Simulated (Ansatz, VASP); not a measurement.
TaH: VASP beside Ansatz

```
Ta H
1.0
     1.40150   -2.80044    0.00000
     1.40150    2.80044    0.00000
     0.00000    0.00000    2.87288
Ta H
1 1
Direct
  0.50000 0.50000 0.00000
  0.00000 0.00000 0.50000
```

Alike in both runs: functional PBE; k mesh 7 × 7 × 5; occupations gaussian, width 0.2 eV; no spin polarisation.

Ansatz relaxed the structure, and its values are those at the end. VASP's run is a single point on that final structure, the one shown.

```csv
,VASP,Ansatz
version,VASP 6.6.1,Ansatz 0.2.0
potentials or method,"VASP PAW PBE potentials, release 64 (Ta_pv, H), cutoff 500 eV","scalar-relativistic, plane waves, PAW"
valence electrons in the cell,12,14
```

|  | VASP | Ansatz | Ansatz less VASP |
| --- | --- | --- | --- |
| gap on the k mesh at the Fermi level (eV) | none | none | - |
| pressure (GPa) | 0.1 | 0.1 | -0.04 |

A gap of «none» marks a metal or a gap that the smearing closes. With one functional, cell and mesh, what is left measures potentials, basis and numerics. VASP's potentials hold 12 valence electrons a cell and Ansatz's 14, so a difference there can come from the potentials and not from the codes.

The k mesh is coarse, so the values compare programs but aren't converged. Spin-orbit coupling is off throughout.
